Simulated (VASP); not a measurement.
# In (I4_1/amd) in VASP: relaxation of cell and atoms with PBE

Aim: the relaxation of cell and atoms of In with PBE.

Program: VASP 6.6.1. These are calculated values, not measurements. Logs are shortened: lines on timing, memory, paths and dates and some standing lists are left out, and cuts for length are marked.

## Step 1: The cell of the first run

The structure is tetragonal, space group I4_1/amd (No. 141). Conventional cell: a = 5.907 Å, b = 5.907 Å, c = 3.249 Å, α = 90.00°, β = 90.00°, γ = 90.00°. Within 4.0 Å of In (site symmetry -4m2) lie 10 In at 3.06 to 3.83 Å.

## Step 2: Relaxation of cell and atoms, PBE

File INCAR:

```
PREC = Accurate
ENCUT = 600
EDIFF = 1E-7
ISMEAR = -1
SIGMA = 0.05
LREAL = F
LASPH = T
NELM = 80
ALGO = Normal
ISIF = 3
LWAVE = F
LCHARG = F
GGA = PE
IBRION = 2
NSW = 60
EDIFFG = -0.005
```

File KPOINTS:

```
regular mesh
0
Gamma
  13 13 13
```

File POSCAR:

```
In
1.0
   -2.9535070979      2.9535070979      1.6244289038
    2.9535070979     -2.9535070979      1.6244289038
    2.9535070979      2.9535070979     -1.6244289038
In
2
Direct
   -0.3750000000     -0.1250000000     -0.2500000000
    0.3750000000      0.1250000000      0.2500000000
```

Potentials or basis: VASP PAW PBE potentials, release 64 (In_d).

The run is started by

```console
$ cat potpaw_PBE.64/In_d/POTCAR > POTCAR
$ mpirun -np 1 vasp_std > vasp.out
```

OUTCAR:

```text
PREC = Accurate
   ENCUT = 600
   EDIFF = 1E-7
   ISMEAR = -1
   LREAL = F
   LASPH = T
   NELM = 80
   ISIF = 3
   GGA = PE
   IBRION = 2
   NSW = 60
   EDIFFG = -0.005

 ion  position               nearest neighbor table
   1  0.625  0.875  0.750-   2 3.06   2 3.06   2 3.06   2 3.06   2 3.83   2 3.83   2 3.83   2 3.83

   2  0.375  0.125  0.250-   1 3.06   1 3.06   1 3.06   1 3.06   1 3.83   1 3.83   1 3.83   1 3.83

  LATTYP: Found a body centered tetragonal cell.
 ALAT       =     5.9070141958
 C/A-ratio  =     0.5500000000

  Lattice vectors:

 A1 = (  -2.9535070979,   2.9535070979,   1.6244289038)
 A2 = (   2.9535070979,  -2.9535070979,   1.6244289038)
 A3 = (   2.9535070979,   2.9535070979,  -1.6244289038)

Analysis of symmetry for initial positions (statically):
=====================================================================
 Subroutine PRICEL returns:
 Original cell was already a primitive cell.

 Routine SETGRP: Setting up the symmetry group for a
 body centered tetragonal supercell.

 Subroutine GETGRP returns: Found 16 space group operations
 (whereof  4 operations were pure point group operations)
 out of a pool of 16 trial point group operations.

The static configuration has the point symmetry C_2h.
 The point group associated with its full space group is D_4h.

Analysis of symmetry for dynamics (positions and initial velocities):
=====================================================================
 Subroutine PRICEL returns:
 Original cell was already a primitive cell.

 Routine SETGRP: Setting up the symmetry group for a
 body centered tetragonal supercell.

 Subroutine GETGRP returns: Found 16 space group operations
 (whereof  4 operations were pure point group operations)
 out of a pool of 16 trial point group operations.

The dynamic configuration has the point symmetry C_2h.
 The point group associated with its full space group is D_4h.

 Subroutine INISYM returns: Found 16 space group operations
 (whereof  4 operations are pure point group operations),
 and found     1 'primitive' translations

----------------------------------------------------------------------------------------

                                     Primitive cell

  volume of cell :      56.6809

  direct lattice vectors                    reciprocal lattice vectors
    -2.953507098  2.953507098  1.624428904     0.000000000  0.169290265  0.307800482
     2.953507098 -2.953507098  1.624428904     0.169290265  0.000000000  0.307800482
     2.953507098  2.953507098 -1.624428904     0.169290265  0.169290265  0.000000000

  length of vectors
[... 94 lines left out ...]
   NUPDOWN=      -1.0000    fix difference up-down
   EMIN   =  10.00;   EMAX   =-10.00  energy-range for DOS
   EFERMI =   0.00;   METHOD = LEGACY
   ISMEAR =    -1;   SIGMA  =   0.05  broadening in eV -4-tet -1-fermi 0-gaus
   EFERMI_NEDOS =   21; number of points for ismear=-14 and -15
   IALGO  =     38    algorithm
   IMIX   =      4    mixing-type and parameters
     AMIX     =   0.40;   BMIX     =  1.00
     AMIX_MAG =   1.60;   BMIX_MAG =  1.00
  volume/ion in A,a.u.               =      28.34       191.25
  Fermi-wavevector in a.u.,A,eV,Ry     =   1.262565  2.385902 21.688640  1.594070
  Thomas-Fermi vector in A             =   2.395967
   LORBIT       =      0    0 simple, 1 ext, 2 COOP (PROOUT), +10 PAW based schemes
   GGA     = PE    functional components
   LHFCALC =     F    Hartree Fock is set to
   AEXX    =    0.0000 exact exchange contribution
   IVDW    =     0    specifies the selected vdW correction
   LEPSILON=     F    determine dielectric tensor
   LRPA    =     F    only Hartree local field effects (RPA)
 conjugate gradient relaxation of ions
 non-spin polarized calculation
  energy-cutoff  :      600.00
  volume of cell :       56.68
 maximum number of plane-waves:      1930
   NGX = 17   NGY = 17   NGZ = 17

--------------------------------------- Ionic step        1  -------------------------------------------

 number of electron      26.0000001 magnetization

 Free energy of the ion-electron system (eV)
  ---------------------------------------------------
  ext. energy  EPLUGINS =         0.00000000
  ---------------------------------------------------
  free energy    TOTEN  =        -4.98909619 eV

  energy without entropy =       -4.97966443  energy(sigma->0) =       -4.98438031

------------------------ aborting loop because EDIFF is reached ----------------------------------------

  FORCE on cell =-STRESS in cart. coord.  units (eV):
  Direction    XX          YY          ZZ          XY          YZ          ZX
  --------------------------------------------------------------------------------------
  -------------------------------------------------------------------------------------
  Total        0.3722647      0.3722647     -0.1228425     -0.0000000      0.0000000      0.0000000
  in kB       10.5226650     10.5226650     -3.4723417     -0.0000000      0.0000000      0.0000000
  external PRESSURE =       5.8576628 kB  Pullay stress =       0.0000000 kB
[... 167 lines left out ...]
--------------------------------------- Ionic step        6  -------------------------------------------

 number of electron      26.0000007 magnetization

 Free energy of the ion-electron system (eV)
  ---------------------------------------------------
  ext. energy  EPLUGINS =         0.00000000
  ---------------------------------------------------
  free energy    TOTEN  =        -4.99611486 eV

  energy without entropy =       -4.98662979  energy(sigma->0) =       -4.99137233

 E-fermi :   6.3971     XC(G=0):  -9.7637

 val. band max:        6.3884029970   @ k =  -0.4615   0.1538   0.0000
 cond. band min:       6.4042561408   @ k =  -0.3077  -0.3077   0.1538
 fundamental gap:      0.0158531439
 Fermi energy:         6.3970997778

 k-point     1 :       0.0000    0.0000    0.0000
  band No.  band energies     occupation
      1      -8.4521      2.00000
      2      -8.3398      2.00000
      3      -8.3065      2.00000
      4      -8.2857      2.00000
      5      -7.9915      2.00000
      6      -7.9915      2.00000
[... 457 lines left out ...]
      4      -8.1529      2.00000
      5      -8.1050      2.00000
      6      -8.0768      2.00000
[... 9 lines left out ...]
     16      10.0328      0.00000
     17      11.7815      0.00000

 [... further k-points ...]

------------------------ aborting loop because EDIFF is reached ----------------------------------------

  FORCE on cell =-STRESS in cart. coord.  units (eV):
  Direction    XX          YY          ZZ          XY          YZ          ZX
  --------------------------------------------------------------------------------------
  -------------------------------------------------------------------------------------
  Total        0.0071457      0.0071457     -0.0090064      0.0000000      0.0000000     -0.0000000
  in kB        0.1989572      0.1989572     -0.2507658      0.0000000      0.0000000     -0.0000000
  external PRESSURE =       0.0490495 kB  Pullay stress =       0.0000000 kB
[... 17 lines left out ...]
  FREE ENERGIE OF THE ION-ELECTRON SYSTEM (eV)
  ---------------------------------------------------
  free  energy   TOTEN  =        -4.9961148633 eV

  energy  without entropy=       -4.9866297915  energy(sigma->0) =       -4.99137233

 reached required accuracy - stopping structural energy minimisation
```

OSZICAR:

```text
N       E                     dE             d eps       ncg     rms          rms(c)
DAV:   1     0.198702858642E+03    0.19870E+03   -0.14627E+04  6664   0.227E+03
[... 56 lines left out ...]
DAV:   2    -0.499911456742E+01    0.96477E-02   -0.21731E-02  8254   0.270E+00    0.301E-01
DAV:   3    -0.499621430316E+01    0.29003E-02   -0.63174E-03  8740   0.143E+00    0.980E-02
DAV:   4    -0.499611264062E+01    0.10166E-03   -0.83195E-04  8411   0.371E-01    0.440E-02
DAV:   5    -0.499611397217E+01   -0.13316E-05   -0.50842E-05  9939   0.818E-02    0.242E-02
DAV:   6    -0.499611466271E+01   -0.69054E-06   -0.48830E-06  8806   0.290E-02    0.307E-03
DAV:   7    -0.499611495189E+01   -0.28918E-06   -0.11237E-06  7735   0.192E-02    0.182E-03
DAV:   8    -0.499611486326E+01    0.88627E-07   -0.67641E-08  3664   0.456E-03
   6 F= -.49961149E+01 E0= -.49913723E+01  d E =-.136813E-02
```

CONTCAR:

```text
In
   1.00000000000000
    -3.0020568908733845    3.0020568908733845    1.5962371876415191
     3.0020568908733845   -3.0020568908733845    1.5962371876415191
     3.0020568908733845    3.0020568908733845   -1.5962371876415191
  In
     2
Direct
     0.6250000000000000    0.8750000000000000    0.7500000000000000
     0.3750000000000000    0.1250000000000000    0.2500000000000000

  0.00000000E+00  0.00000000E+00  0.00000000E+00
  0.00000000E+00  0.00000000E+00  0.00000000E+00
```

It took 23 min on 1 thread of Intel Xeon 8259CL, shared host; peak memory 0.36 GiB.

What came out:

```
Free energy                           : -4.9961 eV
Relaxed volume                        : 28.77 Å³/atom
Relaxed cell                          : a = 4.536 Å, b = 4.536 Å, c = 4.536 Å, α = 97.11°, β = 97.11°, γ = 138.79°
Space group after relaxing (to 0.1 Å) : I4_1/amd (No. 141)
Energy gained by relaxing             : 3.5 meV/atom
Ionic steps                           : 6
Pressure after relaxing               : 0.0 GPa
Band gap on the k mesh                : zero (bands 13 and 14 overlap by 5.32 eV)
```

Step by step:
```csv
step,energy change (eV),largest force (eV/Å),pressure (GPa),volume (Å³)
1,0.0000,0.0000,0.59,56.68
2,-0.0048,0.0000,0.06,57.53
3,-0.0056,0.0000,-0.30,58.16
4,-0.0057,0.0000,-0.27,58.10
5,-0.0067,0.0000,-0.13,57.81
6,-0.0070,0.0000,0.00,57.54
```

Final structure:
```cif
data_structure
_symmetry_space_group_name_H-M 'P 1'
_symmetry_Int_Tables_number 1
_cell_length_a 4.5357
_cell_length_b 4.5357
_cell_length_c 4.5357
_cell_angle_alpha 97.114
_cell_angle_beta 97.114
_cell_angle_gamma 138.790
_cell_volume 57.54
loop_
_atom_site_label
_atom_site_type_symbol
_atom_site_fract_x
_atom_site_fract_y
_atom_site_fract_z
_atom_site_occupancy
In1 In 0.62500 0.87500 0.75000 1
In2 In 0.37500 0.12500 0.25000 1
```

Caveat: spin-orbit coupling is left out, which moves the levels of the heavy elements.
